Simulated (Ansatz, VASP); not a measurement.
## Two plane-wave programs on ZnAu

POSCAR

```
ZnAu
1.0
    3.0291763200      0.0000000000      0.0000000000
    0.0000000000      3.0291763200      0.0000000000
    0.0000000000      0.0000000000      3.0291763200
Zn Au
1 1
Direct
    0.5000000000      0.5000000000      0.5000000000
    0.0000000000      0.0000000000      0.0000000000
```

The input INCAR.step1:

```
PREC = Accurate ; ENCUT = 520
ISMEAR = 0 ; SIGMA = 0.1
LREAL = False ; LASPH = True
NELM = 80 ; NBANDS = 18
GGA = PE ; ALGO = Normal
EDIFF = 1E-4 ; LWAVE = True
LCHARG = False
```

Contents of INCAR.step2:

```
PREC = Accurate ; ENCUT = 520
EDIFF = 1E-7 ; ISMEAR = 0
SIGMA = 0.1 ; LREAL = False
LASPH = True ; NELM = 80
ALGO = Normal ; ISIF = 2
LWAVE = False ; LCHARG = False
METAGGA = R2SCAN ; LMIXTAU = True
NBANDS = 18 ; ISTART = 1
```

The input KPOINTS:

```
Automatic mesh
0
Gamma
  14 14 14
```

Input for Ansatz:

```yaml
crystal:
  lattice:
    - [3.02917632, 0.0, 0.0]
    - [0.0, 3.02917632, 0.0]
    - [0.0, 0.0, 3.02917632]
  atoms:
    - { symbol: Zn, position: [0.5, 0.5, 0.5] }
    - { symbol: Au, position: [0.0, 0.0, 0.0] }
basis:
  ecutwfc: 500
kpoints:
  mp_grid: { grid: [14, 14, 14] }
hamiltonian:
  xc: r2scan
scf:
  occupations: { method: gaussian, width: 0.1 }
output:
  forces: true
  stress: true
  eigenvalues: true
  populations: true
```

Alike in both runs: task single point; functional r2SCAN; k mesh 14 × 14 × 14; occupations gaussian, width 0.1 eV; no spin polarisation.

```csv
,VASP,Ansatz
version,VASP 6.6.1,Ansatz 0.2.0
potentials or method,"VASP PAW PBE potentials, release 64 (Zn, Au), cutoff 520 eV","scalar-relativistic, plane waves, PAW"
valence electrons in the cell,23,31
```

Ansatz gave:

```
gap on the k mesh at the Fermi level (eV) : none
pressure (GPa)                            : 21.4
```

Estimate VASP's values.

gap on the k mesh at the Fermi level (eV): none; pressure (GPa): 22.2.

VASP's potentials were made for PBE, not for r2SCAN. A gap of «none» marks a metal or a gap that the smearing closes. VASP's potentials hold 23 valence electrons a cell and Ansatz's 31, so a difference there can come from the potentials and not from the codes.

Neither program's run includes spin-orbit coupling.
